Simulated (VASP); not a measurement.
Set up this calculation in VASP 6.6.1, as the native input.

```yaml
Task: relaxation of shape and atoms at fixed volume
Functional: LDA
Potentials_or_basis: VASP PAW LDA potentials, release 64 (Zr_sv)
Cutoff: 600 eV
k_mesh: 14 × 14 × 8
Occupations: fermi-dirac, width 0.1 eV
Spin: no spin polarisation
Dipole_correction: no
Further_INCAR_settings: ALGO = Normal; EDIFF = 1e-06; IBRION = 2; EDIFFG = -0.005; NSW = 50; ISIF = 4
```

The structure of Zr lies in POSCAR:

```
Zr
1.0
    2.7902790122      0.0000000000      0.0000000000
   -1.3951395061      2.4164525082      0.0000000000
    0.0000000000      0.0000000000      4.5251479760
Zr
2
Direct
    0.3333333333      0.6666666667      0.2500000000
    0.6666666667      0.3333333333      0.7500000000
```

The input as run:

INCAR

```
PREC = Accurate
ENCUT = 600
EDIFF = 1E-6
ISMEAR = -1
SIGMA = 0.1
LREAL = False
LASPH = True
NELM = 60
ALGO = Normal
ISIF = 4
LWAVE = False
LCHARG = False
IBRION = 2
NSW = 50
EDIFFG = -0.005
```

KPOINTS

```
regular mesh
0
Gamma
  14 14 8
```

Potentials or basis: VASP PAW LDA potentials, release 64 (Zr_sv).

The run is started by

```bash
$ cat potpaw_LDA.64/Zr_sv/POTCAR > POTCAR
$ mpirun -np 1 vasp_std > vasp.out
```

It gave:

```json
{
 "Energy gained by relaxing": "46.3 meV/atom",
 "Ionic steps": "20",
 "Pressure after relaxing": "62.9 GPa",
 "Band gap on the k mesh": "zero (band 12 reaches 15.40 eV, above the bottom of band 13 at 13.98 eV)"
}
```

Wall time 2.2 min on 1 thread of Intel(R) Xeon(R) 6975P-C (Granite Rapids), with other jobs on the host, peak memory 0.17 GiB.
